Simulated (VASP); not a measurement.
BaAl2B4, 7 atoms in the cell. Symmetry: P6/mmm, No. 191, hexagonal system. Conventional cell: a = 3.182 Å, b = 3.182 Å, c = 10.268 Å, α = 90.00°, β = 90.00°, γ = 120.00°. Ba (site symmetry 6/mmm) has 12 B at 3.08 Å and 6 Ba at 3.18 Å and 2 Al at 3.85 Å within 4.1 Å. Al (site symmetry 6mm) has 6 B at 2.30 Å and 1 Al at 2.57 Å within 3.0 Å. B (site symmetry 3m) has 3 B at 1.84 Å and 3 Al at 2.30 Å within 2.4 Å. The cell was generated, and may not be a known phase.

| Property | Result |
| --- | --- |
| Program | VASP 6.6.1 |
| Task | relaxation of cell and atoms |
| Functional | PBE |
| Potentials or basis | VASP PAW PBE potentials, release 64 (Ba_sv, Al, B) |
| Cutoff | 600 eV |
| k mesh | 15 × 15 × 4 |
| Occupations | gaussian, width 0.1 eV |
| Spin | no spin polarisation |
| Dipole correction | no |
| Further INCAR settings | ALGO = Normal; EDIFF = 1e-06; IBRION = 2; EDIFFG = -0.01; NSW = 100; ISIF = 3 |

Potentials or basis: VASP PAW PBE potentials, release 64 (Ba_sv, Al, B).

Command:

```console
$ cat potpaw_PBE.64/Ba_sv/POTCAR potpaw_PBE.64/Al/POTCAR potpaw_PBE.64/B/POTCAR > POTCAR
$ mpirun -np 1 vasp_std > vasp.out
```

Hardware: 1 thread of Intel(R) Xeon(R) 6975P-C (Granite Rapids), with other jobs on the host.

**Question.** How long does it take, and how much memory?

**Answer.** Run time: 4.5 min on 1 thread of Intel(R) Xeon(R) 6975P-C (Granite Rapids), on a shared host, peak memory 0.37 GiB. Counts: scf iterations 47, k points 81, ion steps 7.
